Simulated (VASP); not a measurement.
A run of VASP 6.6.1 is set up as follows.

Contents of POSCAR:

```
RbMgSbO3
1.0
    3.1223702678      1.8027013146      4.0186607574
   -3.1223702678      1.8027013146      4.0186607574
    0.0000000000     -3.6054026292      4.0186607574
Rb Mg Sb O
1 1 1 3
Direct
    0.8779837598      0.8779837598      0.8779837598
    0.3319735932      0.3319735932      0.3319735932
    0.5754906610      0.5754906610      0.5754906610
    0.4945870290      0.4945870290      0.9658740480
    0.9658740480      0.4945870290      0.4945870290
    0.4945870290      0.9658740480      0.4945870290
```

Contents of INCAR.step1:

```
PREC     = Accurate       # precision mode
ENCUT    = 520            # plane-wave cutoff, eV
ISMEAR   = 0              # smearing method
SIGMA    = 0.05           # smearing width, eV
LREAL    = False          # projectors in reciprocal space
LASPH    = True           # aspherical terms in the spheres
NELM     = 60             # most SCF steps
NBANDS   = 26             # bands
GGA      = PE             # functional
ALGO     = Normal         # electronic algorithm
EDIFF    = 1E-4           # SCF threshold, eV
LWAVE    = True           # write WAVECAR
LCHARG   = False          # write CHGCAR
```

INCAR.step2

```
PREC     = Accurate       # precision mode
ENCUT    = 520            # plane-wave cutoff, eV
EDIFF    = 1E-6           # SCF threshold, eV
ISMEAR   = 0              # smearing method
SIGMA    = 0.05           # smearing width, eV
LREAL    = False          # projectors in reciprocal space
LASPH    = True           # aspherical terms in the spheres
NELM     = 60             # most SCF steps
ALGO     = Normal         # electronic algorithm
ISIF     = 2              # what is computed and relaxed
LWAVE    = False          # write WAVECAR
LCHARG   = False          # write CHGCAR
METAGGA  = R2SCAN         # meta-GGA
LMIXTAU  = True         
NBANDS   = 26             # bands
ISTART   = 1
```

The input KPOINTS:

```
Automatic mesh
0
Gamma
  6 6 6
```

Potentials or basis: VASP PAW PBE potentials, release 64 (Rb_sv, Mg, Sb, O).

Launch:

```bash
$ cat potpaw_PBE.64/Rb_sv/POTCAR potpaw_PBE.64/Mg/POTCAR potpaw_PBE.64/Sb/POTCAR potpaw_PBE.64/O/POTCAR > POTCAR
$ cp INCAR.step1 INCAR
$ mpirun -np 1 vasp_std > vasp.out
$ cp INCAR.step2 INCAR
$ mpirun -np 1 vasp_std > vasp.out
```

Task: What does it give for the largest force?

Result: 0.231 eV/Å.

Task: Estimate the band gap on the k mesh.

Result: 3.55 eV, direct.

Task: What does it give for the pressure?

Result: -1.5 GPa.

Forces in eV/Å, atoms in the order of the input:
```
Rb   0.000  0.000  0.011
Mg   0.000  0.000 -0.096
Sb   0.000  0.000  0.231
O    0.000 -0.007 -0.049
O    0.006  0.003 -0.049
O   -0.006  0.003 -0.049
```

Caveat: the cell differs from its parent crystal (strain +0.0100 x Voigt [1, 1, 0, 0, 0, 0]); the PAW data sets were made with another functional, which shifts forces and pressure a little; spin-orbit coupling is left out, which moves the levels of the heavy elements. A k mesh can miss the band edges.
